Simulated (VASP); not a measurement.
# TiO2 (C2/m) in VASP: further runs

TiO2 is run at these levels: b88 exchange, pbe correlation, BLYP+D4, PBEsol, revPBE; tasks: relaxation of cell and atoms, single point.

Program: VASP 6.6.1. These are calculated values, not measurements. Logs are shortened: lines on timing, memory, paths and dates and some standing lists are left out, and cuts for length are marked.

### 1 The cell of the first run

The structure is monoclinic, space group C2/m (No. 12). The conventional cell has a = 12.307 Å, b = 3.767 Å, c = 6.616 Å, α = 90.00°, β = 106.95°, γ = 90.00°. Within 2.5 Å of Ti (site symmetry m) lie 6 O at 1.86 to 2.16 Å. Within 2.4 Å of Ti (site symmetry m) lie 6 O at 1.78 to 2.34 Å. O (site symmetry m) has 3 Ti at 1.94 to 2.03 Å and 2 O at 2.53 Å within 2.6 Å. Within 2.8 Å of O (site symmetry m) lie 4 Ti at 1.96 to 2.34 Å and 5 O at 2.53 to 2.71 Å. Within 2.4 Å of O (site symmetry m) lie 2 Ti at 1.78 to 1.87 Å. Within 2.7 Å of O (site symmetry m) lie 3 Ti at 1.86 to 2.16 Å and 2 O at 2.54 to 2.67 Å.

### 2 Relaxation of cell and atoms, b88 exchange, pbe correlation

INCAR reads:

```
SYSTEM = TiO2
PREC     = Accurate       ! precision mode
ENCUT    = 600            ! plane-wave cutoff, eV
EDIFF    = 1E-7           ! SCF threshold, eV
ISMEAR   = -1             ! smearing method
SIGMA    = 0.05           ! smearing width, eV
LREAL    = .FALSE.        ! projectors in reciprocal space
LASPH    = .TRUE.         ! aspherical terms in the spheres
NELM     = 120            ! most SCF steps
ALGO     = Normal         ! electronic algorithm
ISIF     = 3              ! what is computed and relaxed
LWAVE    = .FALSE.        ! write WAVECAR
LCHARG   = .FALSE.        ! write CHGCAR
GGA      = LIBXC          ! functional
LIBXC1   = GGA_X_B88    
LIBXC2   = GGA_C_PBE    
IBRION   = 2              ! ionic algorithm
NSW      = 60             ! ionic steps
EDIFFG   = -0.01          ! ionic threshold
GGA_COMPAT= .FALSE.      
NELMIN   = 4            
KPAR     = 4
```

KPOINTS reads:

```
Automatic mesh
0
G
  8 8 4
  0 0 0
```

POSCAR reads:

```
TiO2
1.0
    6.1535771931     -1.8834685000      0.0000000000
    6.1535771931      1.8834685000      0.0000000000
   -1.9283261078      0.0000000000      6.3289668713
Ti O
4 8
Direct
    0.9000710000      0.9000710000      0.2896020000
    0.1952860000      0.1952860000      0.2837620000
    0.0999290000      0.0999290000      0.7103980000
    0.8047140000      0.8047140000      0.7162380000
    0.3619310000      0.3619310000      0.2933970000
    0.2634885000      0.2634885000      0.6525000000
    0.8671885000      0.8671885000      0.9952910000
    0.7365115000      0.7365115000      0.3475000000
    0.9416475000      0.9416475000      0.6300210000
    0.1328115000      0.1328115000      0.0047090000
    0.6380690000      0.6380690000      0.7066030000
    0.0583525000      0.0583525000      0.3699790000
```

Potentials or basis: VASP PAW PBE potentials, release 64 (Ti_sv, O).

The run is started by

```
$ cat potpaw_PBE.64/Ti_sv/POTCAR potpaw_PBE.64/O/POTCAR > POTCAR
$ mpirun -np 4 vasp_std > vasp.out
```

OUTCAR:

```text
SYSTEM = TiO2
   PREC = Accurate
   ENCUT = 600
   EDIFF = 1E-7
   ISMEAR = -1
   LREAL = .FALSE.
   LASPH = .TRUE.
   NELM = 120
   ISIF = 3
   GGA = LIBXC
   IBRION = 2
   NSW = 60
   EDIFFG = -0.01
   NELMIN = 4

 ion  position               nearest neighbor table
   1  0.900  0.900  0.290-  12 1.86   7 1.87   5 1.94   5 1.94   8 2.16   9 2.16
   2  0.195  0.195  0.284-  10 1.78  12 1.93   8 1.96   8 1.96   5 2.03   6 2.34
   3  0.100  0.100  0.710-   9 1.86  10 1.87  11 1.94  11 1.94   6 2.16  12 2.16
   4  0.805  0.805  0.716-   7 1.78   9 1.93   6 1.96   6 1.96  11 2.03   8 2.34
   5  0.362  0.362  0.293-   1 1.94   1 1.94   2 2.03
   6  0.263  0.263  0.653-   4 1.96   4 1.96   3 2.16   2 2.34
   7  0.867  0.867  0.995-   4 1.78   1 1.87
   8  0.737  0.737  0.347-   2 1.96   2 1.96   1 2.16   4 2.34
   9  0.942  0.942  0.630-   3 1.86   4 1.93   1 2.16
  10  0.133  0.133  0.005-   2 1.78   3 1.87
  11  0.638  0.638  0.707-   3 1.94   3 1.94   4 2.03
  12  0.058  0.058  0.370-   1 1.86   2 1.93   3 2.16

  LATTYP: Found a base centered monoclinic cell.
 ALAT       =    12.3071543862
 B/A-ratio  =     0.3060770087
 C/A-ratio  =     0.5375907333
 COS(beta)  =    -0.2914546970

  Lattice vectors:

 A1 = (   6.1535771931,  -1.8834685000,   0.0000000000)
 A2 = (   6.1535771931,   1.8834685000,   0.0000000000)
 A3 = (  -1.9283261078,   0.0000000000,   6.3289668713)

Analysis of symmetry for initial positions (statically):
=====================================================================
 Subroutine PRICEL returns:
 Original cell was already a primitive cell.

 Routine SETGRP: Setting up the symmetry group for a
 base centered monoclinic supercell.

 Subroutine GETGRP returns: Found  4 space group operations
 (whereof  4 operations were pure point group operations)
 out of a pool of  4 trial point group operations.

The static configuration has the point symmetry C_2h.

Analysis of symmetry for dynamics (positions and initial velocities):
=====================================================================
 Subroutine PRICEL returns:
 Original cell was already a primitive cell.

 Routine SETGRP: Setting up the symmetry group for a
 base centered monoclinic supercell.

 Subroutine GETGRP returns: Found  4 space group operations
 (whereof  4 operations were pure point group operations)
 out of a pool of  4 trial point group operations.

The dynamic configuration has the point symmetry C_2h.

 Subroutine INISYM returns: Found  4 space group operations
 (whereof  4 operations are pure point group operations),
 and found     1 'primitive' translations

----------------------------------------------------------------------------------------

                                     Primitive cell

  volume of cell :     146.7063

  direct lattice vectors                    reciprocal lattice vectors
     6.153577193 -1.883468500  0.000000000     0.081253551 -0.265467673  0.024756544
     6.153577193  1.883468500  0.000000000     0.081253551  0.265467673  0.024756544
    -1.928326108  0.000000000  6.328966871     0.000000000  0.000000000  0.158003671

  length of vectors
     6.435368355  6.435368355  6.616212152     0.278725872  0.278725872  0.158003671

  position of ions in fractional coordinates (direct lattice)
     0.900071000  0.900071000  0.289602000
     0.195286000  0.195286000  0.283762000
     0.099929000  0.099929000  0.710398000
     0.804714000  0.804714000  0.716238000
     0.361931000  0.361931000  0.293397000
     0.263488500  0.263488500  0.652500000
     0.867188500  0.867188500  0.995291000
     0.736511500  0.736511500  0.347500000
     0.941647500  0.941647500  0.630021000
     0.132811500  0.132811500  0.004709000
     0.638069000  0.638069000  0.706603000
     0.058352500  0.058352500  0.369979000

  ion indices of the primitive-cell ions
   primitive index   ion index
                 1           1
                 2           2
                 3           3
                 4           4
                 5           5
                 6           6
                 7           7
                 8           8
                 9           9
                10          10
                11          11
                12          12

----------------------------------------------------------------------------------------

 KPOINTS: Automatic mesh

Automatic generation of k-mesh.
 Grid dimensions read from file:
 generate k-points for:    8    8    4

 Generating k-lattice:

  Cartesian coordinates                     Fractional coordinates (reciprocal lattice)
     0.010156694 -0.033183459  0.003094568     0.125000000  0.000000000  0.000000000
     0.010156694  0.033183459  0.003094568     0.000000000  0.125000000  0.000000000
     0.000000000  0.000000000  0.039500918     0.000000000  0.000000000  0.250000000

  Length of vectors
     0.034840734  0.034840734  0.039500918

  Shift w.r.t. Gamma in fractional coordinates (k-lattice)
     0.000000000  0.000000000  0.000000000

 Subroutine IBZKPT returns following result:
 ===========================================

 Found     78 irreducible k-points:

 Following reciprocal coordinates:
            Coordinates               Weight
  0.000000  0.000000  0.000000      1.000000
  0.125000  0.000000  0.000000      4.000000
  0.250000  0.000000  0.000000      4.000000
  0.375000  0.000000 -0.000000      4.000000
  0.500000  0.000000  0.000000      2.000000
  0.125000  0.125000  0.000000      2.000000
[... 16 lines left out ...]
  0.125000  0.000000  0.250000      4.000000
  0.250000  0.000000  0.250000      4.000000
 [... further k-points ...]
   k-points           NKPTS =     78   k-points in BZ     NKDIM =     78   number of bands    NBANDS=     57
   number of dos      NEDOS =    301   number of ions     NIONS =     12
   total plane-waves  NPLWV = 157464
   dimension x,y,z NGX =    54 NGY =   54 NGZ =   54
   dimension x,y,z NGXF=   108 NGYF=  108 NGZF=  108
   ions per type =               4   8
   NGX,Y,Z   is equivalent  to a cutoff of  13.95, 13.95, 13.57 a.u.
   NGXF,Y,Z  is equivalent  to a cutoff of  27.90, 27.90, 27.14 a.u.
 SYSTEM =  TiO2
   PREC   = accura    normal or accurate (medium, high low for compatibility)
   ISTART =      0    job   : 0-new  1-cont  2-samecut
   ICHARG =      2    charge: 1-file 2-atom 10-const
   ISPIN  =      1    spin polarized calculation?
   LNONCOLLINEAR =      F non collinear calculations
   LSORBIT =      F    spin-orbit coupling
   LASPH  =      T    aspherical Exc in radial PAW
   ENCUT  =  600.0 eV  44.10 Ry    6.64 a.u.  12.85 12.85 13.21*2*pi/ulx,y,z
   NELM   =    120;   NELMIN=  4; NELMDL= -5     # of ELM steps
   EDIFF  = 0.1E-06   stopping-criterion for ELM
   LREAL  =      F    real-space projection
   EDIFFG = -.1E-01   stopping-criterion for IOM
   NSW    =     60    number of steps for IOM
   IBRION =      2    ionic relax: 0-MD 1-quasi-New 2-CG
   NFREE  =      1    steps in history (QN), initial steepest desc. (CG)
   ISIF   =      3    stress and relaxation
   ISYM   =      2    0-nonsym 1-usesym 2-fastsym
   POTIM  = 0.5000    time-step for ionic-motion
   TEBEG  =    0.0;   TEEND  =   0.0 temperature during run
   PSTRESS=    0.0 pullay stress
   NELECT =      96.0000    total number of electrons
   NUPDOWN=      -1.0000    fix difference up-down
   EMIN   =  10.00;   EMAX   =-10.00  energy-range for DOS
   EFERMI =   0.00;   METHOD = LEGACY
   ISMEAR =    -1;   SIGMA  =   0.05  broadening in eV -4-tet -1-fermi 0-gaus
   EFERMI_NEDOS =   21; number of points for ismear=-14 and -15
   IALGO  =     38    algorithm
   IMIX   =      4    mixing-type and parameters
     AMIX     =   0.40;   BMIX     =  1.00
     AMIX_MAG =   1.60;   BMIX_MAG =  1.00
  volume/ion in A,a.u.               =      12.23        82.50
  Fermi-wavevector in a.u.,A,eV,Ry     =   1.421289  2.685846 27.484606  2.020062
  Thomas-Fermi vector in A             =   2.542114
   LORBIT       =      0    0 simple, 1 ext, 2 COOP (PROOUT), +10 PAW based schemes
   GGA     = LIBXC    functional components
   LHFCALC =     F    Hartree Fock is set to
   AEXX    =    0.0000 exact exchange contribution
   IVDW    =     0    specifies the selected vdW correction
   LEPSILON=     F    determine dielectric tensor
   LRPA    =     F    only Hartree local field effects (RPA)
 conjugate gradient relaxation of ions
 non-spin polarized calculation
  energy-cutoff  :      600.00
  volume of cell :      146.71
 maximum number of plane-waves:      4925
 NGX is ok and might be reduce to    54
   NGX = 25   NGY = 25   NGZ = 27

--------------------------------------- Ionic step        1  -------------------------------------------

 number of electron      95.9999996 magnetization

 Free energy of the ion-electron system (eV)
  ---------------------------------------------------
  ext. energy  EPLUGINS =         0.00000000
  ---------------------------------------------------
  free energy    TOTEN  =      -106.26140659 eV

  energy without entropy =     -106.26140659  energy(sigma->0) =     -106.26140659

------------------------ aborting loop because EDIFF is reached ----------------------------------------

  FORCE on cell =-STRESS in cart. coord.  units (eV):
  Direction    XX          YY          ZZ          XY          YZ          ZX
  --------------------------------------------------------------------------------------
  -------------------------------------------------------------------------------------
  Total       -0.8754090     -0.8345857     -0.9955600      0.0000000      0.0000000     -0.0152041
  in kB       -9.5603276     -9.1144965    -10.8724943      0.0000000      0.0000000     -0.1660442
  external PRESSURE =      -9.8491061 kB  Pullay stress =       0.0000000 kB
[... 119 lines left out ...]
  FREE ENERGIE OF THE ION-ELECTRON SYSTEM (eV)
  ---------------------------------------------------
  free  energy   TOTEN  =      -106.2639490905 eV

  energy  without entropy=     -106.2639490905  energy(sigma->0) =     -106.26394909

[... ionic steps 4 to 12 ...]

--------------------------------------- Ionic step       13  -------------------------------------------

 number of electron      96.0000003 magnetization

------------------------ aborting loop because EDIFF is reached ----------------------------------------
[... 87 lines left out ...]
--------------------------------------- Ionic step       15  -------------------------------------------

 number of electron      96.0000004 magnetization

 Free energy of the ion-electron system (eV)
  ---------------------------------------------------
  ext. energy  EPLUGINS =         0.00000000
  ---------------------------------------------------
  free energy    TOTEN  =      -106.26528086 eV

  energy without entropy =     -106.26528086  energy(sigma->0) =     -106.26528086

 E-fermi :   3.7927     XC(G=0): -10.2646

 val. band max:        2.4934643114   @ k =  -0.2500   0.2500   0.5000
 cond. band min:       5.2311322498   @ k =   0.0000   0.0000   0.0000
 fundamental gap:      2.7376679384
 Fermi energy:         3.7927492508

 k-point     1 :       0.0000    0.0000    0.0000
  band No.  band energies     occupation
      1     -53.6646      2.00000
      2     -53.6532      2.00000
      3     -53.5533      2.00000
      4     -53.5474      2.00000
      5     -30.0855      2.00000
      6     -30.0363      2.00000
[... 1429 lines left out ...]
     56       6.6784      0.00000
     57       6.8668      0.00000

 [... further k-points ...]

------------------------ aborting loop because EDIFF is reached ----------------------------------------

  FORCE on cell =-STRESS in cart. coord.  units (eV):
  Direction    XX          YY          ZZ          XY          YZ          ZX
  --------------------------------------------------------------------------------------
  -------------------------------------------------------------------------------------
  Total        0.0277117     -0.0056507      0.0037791      0.0000000      0.0000000      0.0104686
  in kB        0.3040333     -0.0619951      0.0414611      0.0000000      0.0000000      0.1148538
  external PRESSURE =       0.0944998 kB  Pullay stress =       0.0000000 kB
[... 27 lines left out ...]
  FREE ENERGIE OF THE ION-ELECTRON SYSTEM (eV)
  ---------------------------------------------------
  free  energy   TOTEN  =      -106.2652808550 eV

  energy  without entropy=     -106.2652808550  energy(sigma->0) =     -106.26528086

 reached required accuracy - stopping structural energy minimisation
```

It took 42 min on 4 MPI ranks of Intel Xeon 6975P-C (Granite Rapids), shared host; peak memory 0.84 GiB.

Results:

```yaml
Free_energy: -106.2653 eV
Relaxed_volume: 12.17 Å³/atom
Relaxed_cell: a = 6.420 Å, b = 6.420 Å, c = 6.616 Å, α = 106.22°, β = 106.22°, γ = 34.06°
Space_group_after_relaxing_to_0.1_Å: C2/m (No. 12)
Energy_gained_by_relaxing: 0.3 meV/atom
Ionic_steps: 15
Pressure_after_relaxing: 0.0 GPa
Largest_force_after_relaxing: 0.009 eV/Å
Band_gap_on_the_k_mesh: 2.74 eV (least direct gap 2.92 eV)
```

Forces in eV/Å, atoms in the order of the input:
```
Ti   0.001  0.000  0.000
Ti   0.000  0.000  0.007
Ti  -0.001  0.000  0.000
Ti   0.000  0.000 -0.007
O    0.001  0.000  0.002
O    0.004  0.000  0.003
O    0.006  0.000  0.006
O   -0.004  0.000 -0.003
O    0.004  0.000  0.003
O   -0.006  0.000 -0.006
O   -0.001  0.000 -0.002
O   -0.004  0.000 -0.003
```

The path:
| step | energy change (eV) | largest force (eV/Å) | pressure (GPa) | volume (Å³) |
| --- | --- | --- | --- | --- |
| 1 | 0.0000 | 0.1026 | -0.98 | 146.71 |
| 2 | 0.0017 | 0.1788 | 1.27 | 145.12 |
| 3 | -0.0025 | 0.0468 | -0.01 | 146.01 |
| 4 | -0.0028 | 0.0853 | 0.12 | 145.88 |
| 5 | -0.0029 | 0.0617 | 0.09 | 145.92 |
| 6 | -0.0032 | 0.0409 | 0.06 | 145.95 |
| 7 | -0.0035 | 0.0310 | 0.02 | 146.00 |
| 8 | -0.0036 | 0.0206 | -0.03 | 146.06 |
| 9 | -0.0036 | 0.0243 | -0.03 | 146.07 |
| 10 | -0.0037 | 0.0180 | 0.00 | 146.05 |
| 11 | -0.0037 | 0.0205 | 0.00 | 146.05 |
| 12 | -0.0038 | 0.0146 | -0.01 | 146.05 |
| 13 | -0.0038 | 0.0193 | -0.01 | 146.04 |
| 14 | -0.0038 | 0.0286 | 0.02 | 146.03 |
| 15 | -0.0039 | 0.0085 | 0.01 | 146.03 |

Final structure:
```
Ti O
1.0
     6.13820   -1.88002   -0.00457
     6.13820    1.88002   -0.00457
    -1.92823    0.00000    6.32874
Ti O
4 8
Direct
  0.89931 0.89931 0.29010
  0.19435 0.19435 0.28216
  0.10069 0.10069 0.70990
  0.80565 0.80565 0.71784
  0.36144 0.36144 0.29346
  0.26407 0.26407 0.65379
  0.86689 0.86689 0.99641
  0.73593 0.73593 0.34621
  0.94190 0.94190 0.63040
  0.13311 0.13311 0.00359
  0.63856 0.63856 0.70654
  0.05810 0.05810 0.36960
```

Caveat: the PAW data sets were made with another functional, which shifts forces and pressure a little.

(Part 1 of 3 ends here.)
